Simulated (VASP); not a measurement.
Runs of VASP 6.6.1 on LiYP. The structure is that of space group P-6m2 (No. 187), or close to it. The cells are those of the table. 

| task | cell | k mesh | cutoff (eV) | gap on the mesh (eV) | pressure (GPa) | relaxed volume (Å³/atom) |
| --- | --- | --- | --- | --- | --- | --- |
| single point | a = 4.027, b = 4.027, c = 3.871 Å, angles 90.0, 90.0, 120.0°, 3 atoms | 12 × 12 × 12 | 520 | none | - | - |
| single point | a = 4.277, b = 4.277, c = 5.275 Å, angles 90.0, 90.0, 120.0°, 3 atoms | 12 × 12 × 10 | 520 | none | - | - |
| single point | a = 4.267, b = 4.267, c = 5.281 Å, angles 90.0, 90.0, 120.0°, 3 atoms | 6 × 6 × 4 | 520 | none | - | - |
| relaxation of cell and atoms | relaxed from a = 4.019, b = 4.019, c = 3.885 Å, angles 90.0, 90.0, 120.0°, 3 atoms | 12 × 12 × 12 | 600 | none | -0.1 | (a) |
| relaxation of cell and atoms | relaxed from a = 4.267, b = 4.267, c = 5.281 Å, angles 90.0, 90.0, 120.0°, 3 atoms | 12 × 12 × 10 | 600 | none | 0.0 | 27.77 |

Alike in all rows: level PBE; potentials or basis VASP PAW PBE potentials, release 64 (Li_sv, Y_sv, P); no spin polarisation; smearing gaussian 0.1 eV.

Q: Fill in the values left out.

A: (a) 18.13.

Caveats: the cutoff is under 1.25 times the usual one of these potentials, so pressure, stress and relaxed cells hold a basis-set (Pulay) error.

A k mesh can miss the band edges, and the runs leave out spin-orbit coupling on Y.

A gap of «none» marks levels without a gap at the run's occupations.
